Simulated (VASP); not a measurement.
# Ti (P6_3/mmc) in VASP: single point with PBEsol

Aim: the single point of Ti with PBEsol.

Everything below comes from runs of VASP 6.6.1. Logs are shortened: lines on timing, memory, paths and dates and some standing lists are left out, and cuts for length are marked.

### 1 The cell of the first run

It takes space group P6_3/mmc (No. 194, hexagonal). Conventional cell: a = 2.901 Å, b = 2.901 Å, c = 4.589 Å, α = 90.00°, β = 90.00°, γ = 120.00°. Within 3.7 Å of Ti (site symmetry -6m2) lie 12 Ti at 2.84 to 2.90 Å.

### 2 Single point, PBEsol

The input, INCAR:

```
SYSTEM = Ti
ALGO     = Normal         ! electronic algorithm
EDIFF    = 1E-6           ! SCF threshold, eV
ENCUT    = 520            ! plane-wave cutoff, eV
GGA      = PS             ! functional
ISIF     = 2              ! what is computed and relaxed
ISMEAR   = -1             ! smearing method
LASPH    = .True.         ! aspherical terms in the spheres
LCHARG   = .True.         ! write CHGCAR
LELF     = .True.         ! ELF
LREAL    = .False.        ! projectors in reciprocal space
LVHAR    = .True.       
LWAVE    = .False.        ! write WAVECAR
NBANDS   = 19             ! bands
NELM     = 100            ! most SCF steps
PREC     = Accurate       ! precision mode
SIGMA    = 0.05           ! smearing width, eV
```

The input, KPOINTS:

```
k-points
0
Gamma
  17 17 9
  0 0 0
```

The input, POSCAR:

```
Ti
1.0
    2.9012422902      0.0000000000      0.0000000000
   -1.4506211451      2.5125495259      0.0000000000
    0.0000000000      0.0000000000      4.5888789678
Ti
2
Direct
    0.3333333333      0.6666666667      0.2500000000
    0.6666666667      0.3333333333      0.7500000000
```

Potentials or basis: VASP PAW PBE potentials, release 64 (Ti_sv).

On the command line:

```console
cat potpaw_PBE.64/Ti_sv/POTCAR > POTCAR
mpirun -np 1 vasp_std > vasp.out
```

OUTCAR:

```text
SYSTEM = Ti
   EDIFF = 1E-6
   ENCUT = 520
   GGA = PS
   ISIF = 2
   ISMEAR = -1
   LASPH = .True.
   LREAL = .False.
   NELM = 100
   PREC = Accurate

 ion  position               nearest neighbor table
   1  0.333  0.667  0.250-   2 2.84   2 2.84   2 2.84   2 2.84   2 2.84   2 2.84
   2  0.667  0.333  0.750-   1 2.84   1 2.84   1 2.84   1 2.84   1 2.84   1 2.84

  LATTYP: Found a hexagonal cell.
 ALAT       =     2.9012422902
 C/A-ratio  =     1.5816944980

  Lattice vectors:

 A1 = (   2.9012422902,   0.0000000000,   0.0000000000)
 A2 = (  -1.4506211451,   2.5125495259,   0.0000000000)
 A3 = (   0.0000000000,   0.0000000000,   4.5888789678)

Analysis of symmetry for initial positions (statically):
=====================================================================
 Subroutine PRICEL returns:
 Original cell was already a primitive cell.

 Routine SETGRP: Setting up the symmetry group for a
 hexagonal supercell.

 Subroutine GETGRP returns: Found 24 space group operations
 (whereof 12 operations were pure point group operations)
 out of a pool of 24 trial point group operations.

The static configuration has the point symmetry D_3d.
 The point group associated with its full space group is D_6h.

Analysis of symmetry for dynamics (positions and initial velocities):
=====================================================================
 Subroutine PRICEL returns:
 Original cell was already a primitive cell.

 Routine SETGRP: Setting up the symmetry group for a
 hexagonal supercell.

 Subroutine GETGRP returns: Found 24 space group operations
 (whereof 12 operations were pure point group operations)
 out of a pool of 24 trial point group operations.

The dynamic configuration has the point symmetry D_3d.
 The point group associated with its full space group is D_6h.

 Subroutine INISYM returns: Found 24 space group operations
 (whereof 12 operations are pure point group operations),
 and found     1 'primitive' translations

----------------------------------------------------------------------------------------

                                     Primitive cell

  volume of cell :      33.4507

  direct lattice vectors                    reciprocal lattice vectors
     2.901242290  0.000000000  0.000000000     0.344679934  0.199001052  0.000000000
    -1.450621145  2.512549526  0.000000000     0.000000000  0.398002105  0.000000000
     0.000000000  0.000000000  4.588878968     0.000000000  0.000000000  0.217918147
[... 76 lines left out ...]
   ISTART =      0    job   : 0-new  1-cont  2-samecut
   ICHARG =      2    charge: 1-file 2-atom 10-const
   ISPIN  =      1    spin polarized calculation?
   LNONCOLLINEAR =      F non collinear calculations
   LSORBIT =      F    spin-orbit coupling
   LASPH  =      T    aspherical Exc in radial PAW
   ENCUT  =  520.0 eV  38.22 Ry    6.18 a.u.   5.39  5.39  8.53*2*pi/ulx,y,z
   NELM   =    100;   NELMIN=  2; NELMDL= -5     # of ELM steps
   EDIFF  = 0.1E-05   stopping-criterion for ELM
   LREAL  =      F    real-space projection
   EDIFFG = 0.1E-04   stopping-criterion for IOM
   NSW    =      0    number of steps for IOM
   IBRION =     -1    ionic relax: 0-MD 1-quasi-New 2-CG
   NFREE  =      0    steps in history (QN), initial steepest desc. (CG)
   ISIF   =      2    stress and relaxation
   ISYM   =      2    0-nonsym 1-usesym 2-fastsym
   POTIM  = 0.5000    time-step for ionic-motion
   TEBEG  =    0.0;   TEEND  =   0.0 temperature during run
   PSTRESS=    0.0 pullay stress
   NELECT =      24.0000    total number of electrons
   NUPDOWN=      -1.0000    fix difference up-down
   EMIN   =  10.00;   EMAX   =-10.00  energy-range for DOS
   EFERMI =   0.00;   METHOD = LEGACY
   ISMEAR =    -1;   SIGMA  =   0.05  broadening in eV -4-tet -1-fermi 0-gaus
   EFERMI_NEDOS =   21; number of points for ismear=-14 and -15
   IALGO  =     38    algorithm
   IMIX   =      4    mixing-type and parameters
     AMIX     =   0.40;   BMIX     =  1.00
     AMIX_MAG =   1.60;   BMIX_MAG =  1.00
  volume/ion in A,a.u.               =      16.73       112.87
  Fermi-wavevector in a.u.,A,eV,Ry     =   1.465582  2.769549 29.224376  2.147931
  Thomas-Fermi vector in A             =   2.581422
   LORBIT       =      0    0 simple, 1 ext, 2 COOP (PROOUT), +10 PAW based schemes
   GGA     = PS    functional components
   LHFCALC =     F    Hartree Fock is set to
   AEXX    =    0.0000 exact exchange contribution
   IVDW    =     0    specifies the selected vdW correction
   LEPSILON=     F    determine dielectric tensor
   LRPA    =     F    only Hartree local field effects (RPA)
 non-spin polarized calculation
  energy-cutoff  :      520.00
  volume of cell :       33.45
 maximum number of plane-waves:       929
 NGX is ok and might be reduce to    24
   NGX = 11   NGY = 11   NGZ = 17

 number of electron      23.9999998 magnetization

 Free energy of the ion-electron system (eV)
  ---------------------------------------------------
  ext. energy  EPLUGINS =         0.00000000
  ---------------------------------------------------
  free energy    TOTEN  =       -16.68729238 eV

  energy without entropy =      -16.67067667  energy(sigma->0) =      -16.67898453

 E-fermi :   8.6127     XC(G=0): -11.8168

 val. band max:        8.6028940822   @ k =   0.1765  -0.0000   0.2222
 cond. band min:       8.6218759554   @ k =   0.2353   0.2353   0.4444
 fundamental gap:      0.0189818732
 Fermi energy:         8.6126691597

 k-point     1 :       0.0000    0.0000    0.0000
  band No.  band energies     occupation
      1     -47.9547      2.00000
      2     -47.7913      2.00000
      3     -24.6935      2.00000
      4     -23.9622      2.00000
      5     -23.9622      2.00000
      6     -23.8798      2.00000
[... 505 lines left out ...]
      6     -24.0561      2.00000
[... 11 lines left out ...]
     18      11.7106      0.00000
     19      12.1807      0.00000

 [... further k-points ...]
[... 5 lines left out ...]
  --------------------------------------------------------------------------------------
  -------------------------------------------------------------------------------------
  Total       -0.0468097     -0.0468097     -0.0528639      0.0000000      0.0000000      0.0000000
  in kB       -2.2420309     -2.2420309     -2.5320072      0.0000000      0.0000000      0.0000000
  external PRESSURE =      -2.3386896 kB  Pullay stress =       0.0000000 kB

 VOLUME and BASIS-vectors are now :
 -----------------------------------------------------------------------------
  energy-cutoff  :      520.00
  volume of cell :       33.45
      direct lattice vectors                 reciprocal lattice vectors
     2.901242290  0.000000000  0.000000000     0.344679934  0.199001052  0.000000000
    -1.450621145  2.512549526  0.000000000     0.000000000  0.398002105  0.000000000
     0.000000000  0.000000000  4.588878968     0.000000000  0.000000000  0.217918147

 POSITION                                       TOTAL-FORCE (eV/Angst)
 -----------------------------------------------------------------------------------
     -0.00000      1.67503      1.14722         0.000000      0.000000      0.000000
      1.45062      0.83752      3.44166        -0.000000      0.000000      0.000000
 -----------------------------------------------------------------------------------
    total drift:                                0.000000     -0.000000      0.000000

  FREE ENERGIE OF THE ION-ELECTRON SYSTEM (eV)
  ---------------------------------------------------
  free  energy   TOTEN  =       -16.6872923825 eV

  energy  without entropy=      -16.6706766721  energy(sigma->0) =      -16.67898453
```

OSZICAR:

```text
N       E                     dE             d eps       ncg     rms          rms(c)
DAV:   1     0.262419791144E+03    0.26242E+03   -0.12976E+04  6270   0.159E+03
DAV:   2     0.113929510452E+02   -0.25103E+03   -0.24695E+03  6449   0.441E+02
DAV:   3    -0.177191366596E+02   -0.29112E+02   -0.28759E+02 11677   0.124E+02
DAV:   4    -0.188729635826E+02   -0.11538E+01   -0.11526E+01  7325   0.257E+01
DAV:   5    -0.189237820223E+02   -0.50818E-01   -0.50814E-01  9186   0.394E+00    0.129E+01
DAV:   6    -0.166949755165E+02    0.22288E+01   -0.77588E+00  7308   0.283E+01    0.319E+00
DAV:   7    -0.166677999534E+02    0.27176E-01   -0.80220E-01  9501   0.653E+00    0.212E+00
DAV:   8    -0.166954042955E+02   -0.27604E-01   -0.21987E-01  6777   0.548E+00    0.764E-01
DAV:   9    -0.166866999545E+02    0.87043E-02   -0.47846E-02  7099   0.229E+00    0.781E-02
DAV:  10    -0.166872668789E+02   -0.56692E-03   -0.38735E-03  9064   0.357E-01    0.877E-02
DAV:  11    -0.166873032208E+02   -0.36342E-04   -0.12622E-04  7810   0.824E-02    0.444E-02
DAV:  12    -0.166872925469E+02    0.10674E-04   -0.48427E-05  6853   0.636E-02    0.292E-03
DAV:  13    -0.166872923825E+02    0.16447E-06   -0.14752E-06  4829   0.109E-02
   1 F= -.16687292E+02 E0= -.16678985E+02  d E =-.166157E-01
```

stdout:

```text
POSCAR found type information on POSCAR Ti
 POSCAR found :  1 types and       2 ions
 scaLAPACK will be used
 -----------------------------------------------------------------------------
|                                                                             |
|                                                                             |
|     You enforced a specific xc type in the INCAR file but a different       |
|     I HOPE YOU KNOW WHAT YOU ARE DOING!                                     |
|                                                                             |
 -----------------------------------------------------------------------------

 LDA part: xc-table for (Slater+PW92), standard interpolation
 POSCAR, INCAR and KPOINTS ok, starting setup
 FFT: planning ... GRIDC
 FFT: planning ... GRID_SOFT
 FFT: planning ... GRID
 WAVECAR not read
 entering main loop
```

Wall time 33 s (1 thread of Intel Xeon 6975P-C (Granite Rapids), shared host); peak memory 0.21 GiB.

What came out:

* Free energy: -16.6873 eV
* Pressure: -0.2 GPa
* Band gap on the k mesh: zero (band 12 reaches 9.40 eV, above the bottom of band 13 at 8.32 eV)

Levels at points of the mesh, in eV from the Fermi level:
| k point | band 8 | band 9 | band 10 | band 11 | band 12 | band 13 | band 14 | band 15 | band 16 | band 17 |
| --- | --- | --- | --- | --- | --- | --- | --- | --- | --- | --- |
| (0.00, 0.00, 0.00) | -32.46 | -6.30 | -2.79 | 0.79 | 0.79 | 0.90 | 0.93 | 1.32 | 1.32 | 1.68 |

Caveat: the PAW data sets were made with another functional, which shifts forces and pressure a little.
